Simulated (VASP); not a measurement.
# Ge in VASP: single point with PBEsol

Aim: the single point of Ge with PBEsol.

All numbers are computed with VASP 6.6.1; they aren't measurements. Logs are shortened: lines on timing, memory, paths and dates and some standing lists are left out, and cuts for length are marked.

### 1 The cell of the first run

The cell holds a molecule in a box, 1 atom: a = 15.000 Å, b = 15.500 Å, c = 16.000 Å, α = 90.00°, β = 90.00°, γ = 90.00°.

### 2 Single point, PBEsol, collinear spin

Contents of INCAR:

```
PREC = Accurate
ENCUT = 520
EDIFF = 1E-6
ISMEAR = 0
SIGMA = 0.005
LREAL = False
LASPH = True
NELM = 150
ALGO = Normal
ISIF = 2
LWAVE = False
LCHARG = True
ISPIN = 2
MAGMOM = 2
LORBIT = 11
GGA = PS
LELF = True
LVHAR = True
ISYM = 0
NBANDS = 17
```

Contents of KPOINTS:

```
Automatic mesh
0
Gamma
  1 1 1
```

Contents of POSCAR:

```
Ge
1.0
   15.0000000000      0.0000000000      0.0000000000
    0.0000000000     15.5000000000      0.0000000000
    0.0000000000      0.0000000000     16.0000000000
Ge
1
Direct
    0.5000000000      0.5000000000      0.5000000000
```

Potentials or basis: VASP PAW PBE potentials, release 64 (Ge_d).

Started as:

```
$ cat potpaw_PBE.64/Ge_d/POTCAR > POTCAR
$ mpirun -np 1 vasp_gam > vasp.out
```

OUTCAR:

```text
PREC = Accurate
   ENCUT = 520
   EDIFF = 1E-6
   ISMEAR = 0
   LREAL = False
   LASPH = True
   NELM = 150
   ISIF = 2
   ISPIN = 2
   LORBIT = 11
   GGA = PS
   ISYM = 0

 ion  position               nearest neighbor table
   1  0.500  0.500  0.500-

IMPORTANT INFORMATION: All symmetrisations will be switched off!
NOSYMM: (Re-)initialisation of all symmetry stuff for point group C_1.

----------------------------------------------------------------------------------------

                                     Primitive cell

  volume of cell :    3720.0000

  direct lattice vectors                    reciprocal lattice vectors
    15.000000000  0.000000000  0.000000000     0.066666667  0.000000000  0.000000000
     0.000000000 15.500000000  0.000000000     0.000000000  0.064516129  0.000000000
     0.000000000  0.000000000 16.000000000     0.000000000  0.000000000  0.062500000

  length of vectors
    15.000000000 15.500000000 16.000000000     0.066666667  0.064516129  0.062500000

  position of ions in fractional coordinates (direct lattice)
     0.500000000  0.500000000  0.500000000

  ion indices of the primitive-cell ions
   primitive index   ion index
                 1           1

----------------------------------------------------------------------------------------

 KPOINTS: Automatic mesh

Automatic generation of k-mesh.
 Grid dimensions read from file:
 generate k-points for:    1    1    1

 Generating k-lattice:

  Cartesian coordinates                     Fractional coordinates (reciprocal lattice)
     0.066666667  0.000000000  0.000000000     1.000000000  0.000000000  0.000000000
     0.000000000  0.064516129  0.000000000     0.000000000  1.000000000  0.000000000
     0.000000000  0.000000000  0.062500000     0.000000000  0.000000000  1.000000000

  Length of vectors
     0.066666667  0.064516129  0.062500000

  Shift w.r.t. Gamma in fractional coordinates (k-lattice)
     0.000000000  0.000000000  0.000000000

 Subroutine IBZKPT returns following result:
 ===========================================

 Found      1 irreducible k-points:

 Following reciprocal coordinates:
            Coordinates               Weight
  0.000000  0.000000  0.000000      1.000000
   k-points           NKPTS =      1   k-points in BZ     NKDIM =      1   number of bands    NBANDS=     17
   number of dos      NEDOS =    301   number of ions     NIONS =      1
   total plane-waves  NPLWV = ******
   dimension x,y,z NGX =   112 NGY =  120 NGZ =  120
   dimension x,y,z NGXF=   224 NGYF=  240 NGZF=  240
   ions per type =               1
   NGX,Y,Z   is equivalent  to a cutoff of  12.41, 12.87, 12.47 a.u.
   NGXF,Y,Z  is equivalent  to a cutoff of  24.83, 25.74, 24.94 a.u.
 SYSTEM =  unknown system
   PREC   = accura    normal or accurate (medium, high low for compatibility)
   ISTART =      0    job   : 0-new  1-cont  2-samecut
   ICHARG =      2    charge: 1-file 2-atom 10-const
   ISPIN  =      2    spin polarized calculation?
   LNONCOLLINEAR =      F non collinear calculations
   LSORBIT =      F    spin-orbit coupling
   LASPH  =      T    aspherical Exc in radial PAW
   ENCUT  =  520.0 eV  38.22 Ry    6.18 a.u.  27.89 28.82 29.75*2*pi/ulx,y,z
   NELM   =    150;   NELMIN=  2; NELMDL= -5     # of ELM steps
   EDIFF  = 0.1E-05   stopping-criterion for ELM
   LREAL  =      F    real-space projection
   EDIFFG = 0.1E-04   stopping-criterion for IOM
   NSW    =      0    number of steps for IOM
   IBRION =     -1    ionic relax: 0-MD 1-quasi-New 2-CG
   NFREE  =      0    steps in history (QN), initial steepest desc. (CG)
   ISIF   =      2    stress and relaxation
   ISYM   =      0    0-nonsym 1-usesym 2-fastsym
   POTIM  = 0.5000    time-step for ionic-motion
   TEBEG  =    0.0;   TEEND  =   0.0 temperature during run
   PSTRESS=    0.0 pullay stress
   NELECT =      14.0000    total number of electrons
   NUPDOWN=      -1.0000    fix difference up-down
   EMIN   =  10.00;   EMAX   =-10.00  energy-range for DOS
   EFERMI =   0.00;   METHOD = LEGACY
   ISMEAR =     0;   SIGMA  =   0.01  broadening in eV -4-tet -1-fermi 0-gaus
   EFERMI_NEDOS =   21; number of points for ismear=-14 and -15
   IALGO  =     38    algorithm
   IMIX   =      4    mixing-type and parameters
     AMIX     =   0.40;   BMIX     =  1.00
     AMIX_MAG =   1.60;   BMIX_MAG =  1.00
  volume/ion in A,a.u.               =    3720.00     25103.80
  Fermi-wavevector in a.u.,A,eV,Ry     =   0.254646  0.481211  0.882263  0.064844
  Thomas-Fermi vector in A             =   1.076024
   LORBIT       =     11    0 simple, 1 ext, 2 COOP (PROOUT), +10 PAW based schemes
   GGA     = PS    functional components
   LHFCALC =     F    Hartree Fock is set to
   AEXX    =    0.0000 exact exchange contribution
   IVDW    =     0    specifies the selected vdW correction
   LEPSILON=     F    determine dielectric tensor
   LRPA    =     F    only Hartree local field effects (RPA)
 spin polarized calculation
 Gauss-broadening in eV      SIGMA  =   0.01
  energy-cutoff  :      520.00
  volume of cell :     3720.00
 maximum number of plane-waves:     50071
 NGX is ok and might be reduce to   112
   NGX = 55   NGY = 57   NGZ = 59

 number of electron      13.9999996 magnetization       2.0000000

 Free energy of the ion-electron system (eV)
  ---------------------------------------------------
  ext. energy  EPLUGINS =         0.00000000
  ---------------------------------------------------
  free energy    TOTEN  =        -0.78421896 eV

  energy without entropy =       -0.78421896  energy(sigma->0) =       -0.78421896

 E-fermi :  -4.2443     XC(G=0):  -0.2492

 val. band max:       -4.3030847272   @ k =   0.0000   0.0000   0.0000
 cond. band min:      -4.2156241021   @ k =   0.0000   0.0000   0.0000
 fundamental gap:      0.0874606251
 Fermi energy:        -4.2442691407

 spin component 1

 k-point     1 :       0.0000    0.0000    0.0000
  band No.  band energies     occupation
      1     -29.2151      1.00000
      2     -29.1460      1.00000
      3     -29.1459      1.00000
      4     -28.9173      1.00000
      5     -28.9173      1.00000
      6     -12.1190      1.00000
      7      -4.3033      1.00000
      8      -4.3031      1.00000
      9      -4.2156      0.00000
     10      -0.4577      0.00000
     11       0.2881      0.00000
     12       0.3633      0.00000
     13       0.3959      0.00000
     14       0.4510      0.00000
     15       0.4805      0.00000
     16       0.5177      0.00000
     17       0.8500      0.00000
 Fermi energy:        -4.2442691407

 spin component 2

 k-point     1 :       0.0000    0.0000    0.0000
  band No.  band energies     occupation
      1     -29.1319      1.00000
      2     -29.0225      1.00000
      3     -29.0225      1.00000
      4     -28.7078      1.00000
      5     -28.7078      1.00000
      6     -10.7326      1.00000
      7      -3.4066      0.00000
      8      -2.5270      0.00000
      9      -2.5267      0.00000
     10      -0.0311      0.00000
     11       0.5100      0.00000
     12       0.6106      0.00000
     13       0.6406      0.00000
     14       0.6470      0.00000
     15       0.6882      0.00000
     16       0.7132      0.00000
     17       1.1553      0.00000

------------------------ aborting loop because EDIFF is reached ----------------------------------------

  FORCE on cell =-STRESS in cart. coord.  units (eV):
  Direction    XX          YY          ZZ          XY          YZ          ZX
  --------------------------------------------------------------------------------------
  -------------------------------------------------------------------------------------
  Total        0.0006646     -0.0094796     -0.0026853      0.0005405      0.0014769     -0.0028817
  in kB        0.0002862     -0.0040828     -0.0011566      0.0002328      0.0006361     -0.0012411
  external PRESSURE =      -0.0016510 kB  Pullay stress =       0.0000000 kB

 VOLUME and BASIS-vectors are now :
 -----------------------------------------------------------------------------
  energy-cutoff  :      520.00
  volume of cell :     3720.00
      direct lattice vectors                 reciprocal lattice vectors
    15.000000000  0.000000000  0.000000000     0.066666667  0.000000000  0.000000000
     0.000000000 15.500000000  0.000000000     0.000000000  0.064516129  0.000000000
     0.000000000  0.000000000 16.000000000     0.000000000  0.000000000  0.062500000

 POSITION                                       TOTAL-FORCE (eV/Angst)
 -----------------------------------------------------------------------------------
      7.50000      7.75000      8.00000        -0.000000     -0.000000      0.000000
 -----------------------------------------------------------------------------------
    total drift:                               -0.000000     -0.000000      0.000000

  FREE ENERGIE OF THE ION-ELECTRON SYSTEM (eV)
  ---------------------------------------------------
  free  energy   TOTEN  =        -0.7842189562 eV

  energy  without entropy=       -0.7842189562  energy(sigma->0) =       -0.78421896

 total charge

# of ion       s       p       d       tot
------------------------------------------
    1        1.312   0.756   9.957  12.026

 magnetization (x)

# of ion       s       p       d       tot
------------------------------------------
    1       -0.001   0.756  -0.001   0.755
```

It took 23 min on 1 thread of Intel Xeon 8259CL, shared host; peak memory 3.4 GiB.

What came out:

| Item | Value |
| --- | --- |
| Free energy | -0.7842 eV |
| Net moment | 2.00 μB per cell |
| Site moments | Ge +0.76 μB |
| Valence electrons inside the program's atomic spheres | Ge 12.03 |

Caveat: the PAW data sets were made with another functional, which shifts forces and pressure a little.
